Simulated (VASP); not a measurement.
Runs of VASP 6.6.1 on BeS. The structure is that of space group F-43m (No. 216), or close to it. The cells are those of the table. 

```csv
task,cell,cutoff (eV),gap on the mesh (eV),pressure (GPa)
single point,"a = 3.445 Å, angles 60.0, 60.0, 90.0°, 2 atoms",520,2.96,(a)
relaxation of cell and atoms,"relaxed to 15 GPa from a = 3.421 Å, angles 60.0, 60.0, 90.0°, 2 atoms",600,2.60,15.0
single point,"a = 3.349 Å, angles 60.0, 60.0, 90.0°, 2 atoms",520,2.76,7.2
single point,"a = 3.398 Å, angles 60.0, 60.0, 90.0°, 2 atoms",520,(b),2.2
relaxation of cell and atoms,"relaxed to -2 GPa from a = 3.421 Å, angles 60.0, 60.0, 90.0°, 2 atoms",600,2.96,-2.0
single point,"a = 3.284 Å, angles 60.0, 60.0, 90.0°, 2 atoms",520,2.60,15.2
relaxation of cell and atoms,"relaxed to 4 GPa from a = 3.421 Å, angles 60.0, 60.0, 90.0°, 2 atoms",600,2.82,4.0
single point,"a = 3.378 Å, angles 60.0, 60.0, 90.0°, 2 atoms",520,2.82,4.2
```

Alike in all rows: level PBEsol; potentials or basis VASP PAW PBE potentials, release 64 (Be, S); no spin polarisation; k mesh 8 × 8 × 8; smearing gaussian 0.01 eV.

Question: Estimate the missing entries.

Answer: (a) -1.8; (b) 2.86.

Caveats: the PAW data sets were made with another functional, which shifts forces and pressure a little; the cell is relaxed towards a set pressure, so the enthalpy falls and the energy may rise (some runs).

A k mesh can miss the band edges.
